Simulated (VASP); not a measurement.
NaH:

```
CELL_PARAMETERS angstrom
2.95512 0.00000 0.00000
0.00000 2.95512 0.00000
0.00000 0.00000 2.95512
ATOMIC_POSITIONS crystal
Na 0.00000 0.07614 0.00000
H 0.50000 0.50000 0.50000
```

Base run:

- Program: VASP 6.6.1
- Functional: PBE
- Potentials or basis: VASP PAW PBE potentials, release 64 (Na_pv, H)
- Cutoff: 520 eV
- k mesh: 10 × 10 × 10, shifted
- Occupations: gaussian, width 0.02 eV
- Spin: no spin polarisation

Its results: band gap on the k mesh 1.51 eV, indirect (least direct gap 4.74 eV); pressure 0.6 GPa; largest force 0.095 eV/Å.

Task: The run is repeated on the same cell with these changes: k mesh from 10 × 10 × 10, shifted to 10 × 10 × 10; further incar settings from ALGO = Normal; EDIFF = 1e-07; NBANDS = 11 to ALGO = Normal; EDIFF = 1e-06; NBANDS = 11. What comes out?

Result: Band gap on the k mesh 1.05 eV, indirect (least direct gap 4.41 eV); pressure 0.6 GPa; largest force 0.095 eV/Å.

A k mesh can miss the band edges.
